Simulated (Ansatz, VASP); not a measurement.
Two plane-wave programs on BaS

```
CELL_PARAMETERS angstrom
0.00000 3.13825 3.21180
3.13825 0.00000 3.21180
3.13825 3.13825 0.00000
ATOMIC_POSITIONS crystal
Ba 0.00000 0.00000 0.00000
S 0.50000 0.50000 0.50000
```

Change from the starting cell: biaxial_xy strain -2.3%.

Alike in both runs: task single point; functional r2SCAN; k mesh 8 × 8 × 8; no spin polarisation.

|  | VASP | Ansatz |
| --- | --- | --- |
| version | VASP 6.6.1 | Ansatz 0.2.0 |
| potentials or method | VASP PAW PBE potentials, release 64 (Ba_sv, S) | plane waves, PAW |
| plane-wave cutoff (eV) | 520 | 500 |
| occupations | gaussian, width 0.01 eV | fixed |
| valence electrons in the cell | 16 | 16 |

```tsv
	VASP	Ansatz	Ansatz less VASP
gap on the k mesh at the Fermi level (eV)	2.37	2.47	+0.099
pressure (GPa)	3.1	2.4	-0.67
traceless stress, the component that is largest in VASP (GPa)	-1.65	-1.52	+0.129
```

VASP's potentials were made for PBE, not for r2SCAN.

Spin-orbit coupling is off throughout.
